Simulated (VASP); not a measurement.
# C in VASP: notebook

The runs below take C through single point, with PBE.

All numbers are computed with VASP 6.6.1; they aren't measurements. Logs are shortened: lines on timing, memory, paths and dates and some standing lists are left out, and cuts for length are marked.

## Step 1: The cell of the first run

The cell holds a slab with vacuum, 18 atoms: a = 7.398 Å, b = 7.398 Å, c = 13.000 Å, α = 90.00°, β = 90.00°, γ = 120.00°.

## Step 2: Single point, PBE

Contents of INCAR:

```
PREC = Accurate ; ENCUT = 520
EDIFF = 1E-6 ; ISMEAR = -1
SIGMA = 0.05 ; LREAL = Auto
LASPH = True ; NELM = 100
ALGO = Normal ; ISIF = 2
LWAVE = False ; LCHARG = False
GGA = PE ; NBANDS = 51
```

Contents of KPOINTS:

```
Automatic mesh
0
Gamma
  2 2 1
```

Contents of POSCAR:

```
C
1.0
    7.3980000363      0.0000000000      0.0000000000
   -3.6990000181      6.4068559686      0.0000000000
    0.0000000000      0.0000000000     13.0000000000
C
18
Direct
    0.0000000000      0.0000000000      0.0769231000
    0.2222222222      0.1111111111      0.0769231000
    0.0000000000      0.3333333333      0.0769231000
    0.2222222222      0.4444444444      0.0769231000
    0.0000000000      0.6666666667      0.0769231000
    0.2222222222      0.7777777778      0.0769231000
    0.3333333333      0.0000000000      0.0769231000
    0.5555555556      0.1111111111      0.0769231000
    0.3333333333      0.3333333333      0.0769231000
    0.5555555556      0.4444444444      0.0769231000
    0.3333333333      0.6666666667      0.0769231000
    0.5555555556      0.7777777778      0.0769231000
    0.6666666667      0.0000000000      0.0769231000
    0.8888888889      0.1111111111      0.0769231000
    0.6666666667      0.3333333333      0.0769231000
    0.8888888889      0.4444444444      0.0769231000
    0.6666666667      0.6666666667      0.0769231000
    0.8888888889      0.7777777778      0.0769231000
```

Potentials or basis: VASP PAW PBE potentials, release 64 (C).

Command:

```bash
$ cat potpaw_PBE.64/C/POTCAR > POTCAR
$ mpirun -np 1 vasp_std > vasp.out
```

OUTCAR:

```text
PREC = Accurate
   ENCUT = 520
   EDIFF = 1E-6
   ISMEAR = -1
   LREAL = Auto
   LASPH = True
   NELM = 100
   ISIF = 2
   GGA = PE

 ion  position               nearest neighbor table
   1  0.000  0.000  0.077-  18 1.42  14 1.42   2 1.42
   2  0.222  0.111  0.077-   9 1.42   7 1.42   1 1.42
   3  0.000  0.333  0.077-  14 1.42  16 1.42   4 1.42
   4  0.222  0.444  0.077-   9 1.42   3 1.42  11 1.42
   5  0.000  0.667  0.077-  18 1.42   6 1.42  16 1.42
   6  0.222  0.778  0.077-   7 1.42  11 1.42   5 1.42
[... 10 lines left out ...]
  17  0.667  0.667  0.077-  12 1.42  18 1.42  10 1.42
  18  0.889  0.778  0.077-   1 1.42   5 1.42  17 1.42

  LATTYP: Found a hexagonal cell.
 ALAT       =     7.3980000363
 C/A-ratio  =     1.7572316756

  Lattice vectors:

 A1 = (   7.3980000363,   0.0000000000,   0.0000000000)
 A2 = (  -3.6990000181,   6.4068559686,   0.0000000000)
 A3 = (   0.0000000000,   0.0000000000,  13.0000000000)

Analysis of symmetry for initial positions (statically):
=====================================================================
 Subroutine PRICEL returns following result:

  LATTYP: Found a hexagonal cell.
 ALAT       =     2.4660000119
 C/A-ratio  =     5.2716950274

  Lattice vectors:

 A1 = (   2.4660000119,   0.0000000000,   0.0000000000)
 A2 = (  -1.2330000059,   2.1356186560,   0.0000000000)
 A3 = (   0.0000000000,   0.0000000000,  13.0000000000)

   9 primitive cells build up your supercell.

 Routine SETGRP: Setting up the symmetry group for a
 hexagonal supercell.

 Subroutine GETGRP returns: Found 24 space group operations
 (whereof  6 operations were pure point group operations)
 out of a pool of 24 trial point group operations.

The static configuration has the point symmetry C_3v.
 The point group associated with its full space group is D_6h.

Analysis of symmetry for dynamics (positions and initial velocities):
=====================================================================
 Subroutine PRICEL returns following result:

  LATTYP: Found a hexagonal cell.
 ALAT       =     2.4660000119
 C/A-ratio  =     5.2716950274

  Lattice vectors:

 A1 = (   2.4660000119,   0.0000000000,   0.0000000000)
 A2 = (  -1.2330000059,   2.1356186560,   0.0000000000)
 A3 = (   0.0000000000,   0.0000000000,  13.0000000000)

   9 primitive cells build up your supercell.

 Routine SETGRP: Setting up the symmetry group for a
 hexagonal supercell.

 Subroutine GETGRP returns: Found 24 space group operations
 (whereof  6 operations were pure point group operations)
 out of a pool of 24 trial point group operations.

The dynamic configuration has the point symmetry C_3v.
 The point group associated with its full space group is D_6h.

 Subroutine INISYM returns: Found 24 space group operations
 (whereof  6 operations are pure point group operations),
 and found     9 'primitive' translations

----------------------------------------------------------------------------------------

                                     Primitive cell

  volume of cell :      68.4637

  direct lattice vectors                    reciprocal lattice vectors
     2.466000012  0.000000000  0.000000000     0.405515002  0.234124196  0.000000000
    -1.233000006  2.135618656  0.000000000     0.000000000  0.468248391  0.000000000
     0.000000000  0.000000000 13.000000000     0.000000000  0.000000000  0.076923077

  length of vectors
     2.466000012  2.466000012 13.000000000     0.468248391  0.468248391  0.076923077

  position of ions in fractional coordinates (direct lattice)
     0.000000000  0.000000000  0.076923100
     0.666666667  0.333333333  0.076923100

  ion indices of the primitive-cell ions
   primitive index   ion index
                 1           1
                 2          14

----------------------------------------------------------------------------------------

 KPOINTS: Automatic mesh

Automatic generation of k-mesh.
 Grid dimensions read from file:
 generate k-points for:    2    2    1

 Generating k-lattice:

  Cartesian coordinates                     Fractional coordinates (reciprocal lattice)
     0.067585834  0.039020699  0.000000000     0.500000000  0.000000000  0.000000000
     0.000000000  0.078041399  0.000000000     0.000000000  0.500000000  0.000000000
     0.000000000  0.000000000  0.076923077     0.000000000  0.000000000  1.000000000

  Length of vectors
     0.078041399  0.078041399  0.076923077

  Shift w.r.t. Gamma in fractional coordinates (k-lattice)
     0.000000000  0.000000000  0.000000000

 Subroutine IBZKPT returns following result:
 ===========================================

 Found      2 irreducible k-points:

 Following reciprocal coordinates:
            Coordinates               Weight
  0.000000  0.000000  0.000000      1.000000
  0.500000  0.000000  0.000000      3.000000
   k-points           NKPTS =      2   k-points in BZ     NKDIM =      2   number of bands    NBANDS=     51
   number of dos      NEDOS =    301   number of ions     NIONS =     18
   total plane-waves  NPLWV = 307328
   dimension x,y,z NGX =    56 NGY =   56 NGZ =   98
   dimension x,y,z NGXF=   112 NGYF=  112 NGZF=  196
   ions per type =              18
   NGX,Y,Z   is equivalent  to a cutoff of  12.58, 12.58, 12.53 a.u.
   NGXF,Y,Z  is equivalent  to a cutoff of  25.17, 25.17, 25.06 a.u.
 SYSTEM =  unknown system
   PREC   = accura    normal or accurate (medium, high low for compatibility)
   ISTART =      0    job   : 0-new  1-cont  2-samecut
   ICHARG =      2    charge: 1-file 2-atom 10-const
   ISPIN  =      1    spin polarized calculation?
   LNONCOLLINEAR =      F non collinear calculations
   LSORBIT =      F    spin-orbit coupling
   LASPH  =      T    aspherical Exc in radial PAW
   ENCUT  =  520.0 eV  38.22 Ry    6.18 a.u.  13.76 13.76 24.17*2*pi/ulx,y,z
   NELM   =    100;   NELMIN=  2; NELMDL= -5     # of ELM steps
   EDIFF  = 0.1E-05   stopping-criterion for ELM
   LREAL  =      T    real-space projection
   EDIFFG = 0.1E-04   stopping-criterion for IOM
   NSW    =      0    number of steps for IOM
   IBRION =     -1    ionic relax: 0-MD 1-quasi-New 2-CG
   NFREE  =      0    steps in history (QN), initial steepest desc. (CG)
   ISIF   =      2    stress and relaxation
   ISYM   =      2    0-nonsym 1-usesym 2-fastsym
   POTIM  = 0.5000    time-step for ionic-motion
   TEBEG  =    0.0;   TEEND  =   0.0 temperature during run
   PSTRESS=    0.0 pullay stress
   NELECT =      72.0000    total number of electrons
   NUPDOWN=      -1.0000    fix difference up-down
   EMIN   =  10.00;   EMAX   =-10.00  energy-range for DOS
   EFERMI =   0.00;   METHOD = LEGACY
   ISMEAR =    -1;   SIGMA  =   0.05  broadening in eV -4-tet -1-fermi 0-gaus
   EFERMI_NEDOS =   21; number of points for ismear=-14 and -15
   IALGO  =     38    algorithm
   IMIX   =      4    mixing-type and parameters
     AMIX     =   0.40;   BMIX     =  1.00
     AMIX_MAG =   1.60;   BMIX_MAG =  1.00
  volume/ion in A,a.u.               =      34.23       231.01
  Fermi-wavevector in a.u.,A,eV,Ry     =   0.800359  1.512459  8.715544  0.640574
  Thomas-Fermi vector in A             =   1.907639
   LORBIT       =      0    0 simple, 1 ext, 2 COOP (PROOUT), +10 PAW based schemes
   GGA     = PE    functional components
   LHFCALC =     F    Hartree Fock is set to
   AEXX    =    0.0000 exact exchange contribution
   IVDW    =     0    specifies the selected vdW correction
   LEPSILON=     F    determine dielectric tensor
   LRPA    =     F    only Hartree local field effects (RPA)
 non-spin polarized calculation
  energy-cutoff  :      520.00
  volume of cell :      616.17
 maximum number of plane-waves:     16651
 NGX is ok and might be reduce to    56
   NGX = 27   NGY = 27   NGZ = 49

 number of electron      71.9999999 magnetization

 Free energy of the ion-electron system (eV)
  ---------------------------------------------------
  ext. energy  EPLUGINS =         0.00000000
  ---------------------------------------------------
  free energy    TOTEN  =      -165.62804601 eV

  energy without entropy =     -165.55873130  energy(sigma->0) =     -165.59338865

 E-fermi :  -1.9327     XC(G=0):  -3.2965

 val. band max:       -1.9327041316   @ k =   0.0000   0.0000   0.0000
 cond. band min:      -1.9327033272   @ k =   0.0000   0.0000   0.0000
 fundamental gap:      0.0000008044
 Fermi energy:        -1.9327037948

 k-point     1 :       0.0000    0.0000    0.0000
  band No.  band energies     occupation
      1     -21.4551      2.00000
      2     -18.8707      2.00000
      3     -18.8707      2.00000
      4     -18.8707      2.00000
      5     -18.8707      2.00000
      6     -18.8707      2.00000
[... 40 lines left out ...]
     47       3.0603      0.00000
     48       4.8450      0.00000

 k-point     2 :       0.5000    0.0000    0.0000
  band No.  band energies     occupation
      1     -20.8007      2.00000
      2     -20.8007      2.00000
      3     -19.5083      2.00000
      4     -19.5083      2.00000
      5     -17.0243      2.00000
      6     -17.0243      2.00000
[... 40 lines left out ...]
     47       3.9621      0.00000
     48       3.9694      0.00000
 [bands above 48 left out]

------------------------ aborting loop because EDIFF is reached ----------------------------------------

  FORCE on cell =-STRESS in cart. coord.  units (eV):
  Direction    XX          YY          ZZ          XY          YZ          ZX
  --------------------------------------------------------------------------------------
  -------------------------------------------------------------------------------------
  Total        1.4758613      1.4758613     -0.0636615      0.0000000      0.0000000     -0.0000000
  in kB        3.8375449      3.8375449     -0.1655332      0.0000000      0.0000000     -0.0000000
  external PRESSURE =       2.5031856 kB  Pullay stress =       0.0000000 kB

 VOLUME and BASIS-vectors are now :
 -----------------------------------------------------------------------------
  energy-cutoff  :      520.00
  volume of cell :      616.17
      direct lattice vectors                 reciprocal lattice vectors
     7.398000036  0.000000000  0.000000000     0.135171667  0.078041399  0.000000000
    -3.699000018  6.406855969  0.000000000     0.000000000  0.156082797  0.000000000
     0.000000000  0.000000000 13.000000000     0.000000000  0.000000000  0.076923077

 POSITION                                       TOTAL-FORCE (eV/Angst)
 -----------------------------------------------------------------------------------
      0.00000      0.00000      1.00000         0.000000      0.000000     -0.000000
      1.23300      0.71187      1.00000         0.000000     -0.000000     -0.000000
     -1.23300      2.13562      1.00000         0.000000      0.000000      0.000000
      0.00000      2.84749      1.00000         0.000000     -0.000000      0.000000
     -2.46600      4.27124      1.00000         0.000000      0.000000      0.000000
     -1.23300      4.98311      1.00000         0.000000     -0.000000     -0.000000
[... 10 lines left out ...]
      2.46600      4.27124      1.00000         0.000000      0.000000     -0.000000
      3.69900      4.98311      1.00000         0.000000     -0.000000     -0.000000
 -----------------------------------------------------------------------------------
    total drift:                               -0.000000      0.000000     -0.000047

  FREE ENERGIE OF THE ION-ELECTRON SYSTEM (eV)
  ---------------------------------------------------
  free  energy   TOTEN  =      -165.6280460131 eV

  energy  without entropy=     -165.5587312950  energy(sigma->0) =     -165.59338865
```

Wall time 3.5 min (1 thread of Intel Xeon 8259CL, shared host); peak memory 0.57 GiB.

What came out:

```yaml
Free_energy: -165.6280 eV
Band_gap_on_the_k_mesh: zero (filled and empty bands touch)
```

Levels at points of the mesh, in eV from the Fermi level:
```csv
k point,band 31,band 32,band 33,band 34,band 35,band 36,band 37,band 38,band 39,band 40
"(0.00, 0.00, 0.00)",-4.62,-4.62,-3.05,-3.05,0.00,0.00,0.00,0.00,3.23,4.26
"(0.50, 0.00, 0.00)",-4.18,-2.65,-2.65,-2.65,-2.65,-2.36,1.68,2.52,2.52,2.52
```

Caveat: the k points lie up to 0.49 Å⁻¹ apart; there is no dipole correction, which matters where the two faces differ.

## Step 3: Single point, PBE

Contents of INCAR:

```
SYSTEM = C
PREC = Accurate
ENCUT = 520
EDIFF = 1E-6
ISMEAR = -1
SIGMA = 0.05
LREAL = Auto
LASPH = .True.
NELM = 100
ALGO = Normal
ISIF = 2
LWAVE = .False.
LCHARG = .False.
GGA = PE
NBANDS = 51
```

Contents of KPOINTS:

```
Automatic mesh
0
Gamma
  2 2 1
  0 0 0
```

Contents of POSCAR:

```
C
1.0
    7.3980000000      0.0000000000      0.0000000000
   -3.6990000000      6.4068560000      0.0000000000
    0.0000000000      0.0000000000     13.0000000000
C
18
Direct
   -0.0005503916      0.0018729936      0.0804076923
    0.2264393242      0.1215728900      0.0848692308
   -0.0116646002      0.3363896426      0.0823461538
    0.2234274319      0.4598043096      0.0883076923
    0.0014274156      0.6725763776      0.0820153846
    0.2199088281      0.7760436632      0.0733538462
    0.3267464625      0.0116437766      0.0833461538
    0.5483011243      0.1141745655      0.0827538462
    0.3225220466      0.3438816168      0.0785076923
    0.5442612062      0.4462407146      0.0768230769
    0.3350595475      0.6736065240      0.0793230769
    0.5502678646      0.7774484084      0.0754769231
    0.6669530579     -0.0044015349      0.0864769231
    0.8828287806      0.1117240656      0.0801076923
    0.6641045218      0.3299122065      0.0668307692
    0.8839265467      0.4455227338      0.0746153846
    0.6630964918      0.6672851708      0.0736230769
    0.8956270744      0.7796023510      0.0783615385
```

Potentials or basis: VASP PAW PBE potentials, release 64 (C).

Command:

```bash
$ cat potpaw_PBE.64/C/POTCAR > POTCAR
$ mpirun -np 1 vasp_std > vasp.out
```

It took 8.1 min on 1 thread of Intel Xeon 8259CL, shared host; peak memory 0.6 GiB.

The run converged. Its results:

```yaml
Free_energy: -164.0808 eV
Largest_force: 4.424 eV/Å
```

Forces on the atoms (eV/Å):
```
C    0.349  0.202  0.112
C   -4.017 -0.547 -0.690
C    2.564  0.542  0.137
C   -2.162 -2.854 -1.123
C    1.758 -1.972 -1.281
C   -2.085  3.436  1.802
C    3.111 -3.084 -0.619
C    2.631 -0.394 -0.563
C    3.284 -0.307  1.199
C    1.747 -0.091 -1.381
C   -0.977 -0.459 -0.194
C    2.823  0.399  0.729
C   -3.239  1.975 -1.252
C    1.017  0.052  0.495
C   -2.947  0.885  1.841
C   -0.311  0.410  0.248
C    0.307  0.260  0.508
C   -3.853  1.548  0.030
```

Caveat: the k points lie up to 0.49 Å⁻¹ apart; there is no dipole correction, which matters where the two faces differ.
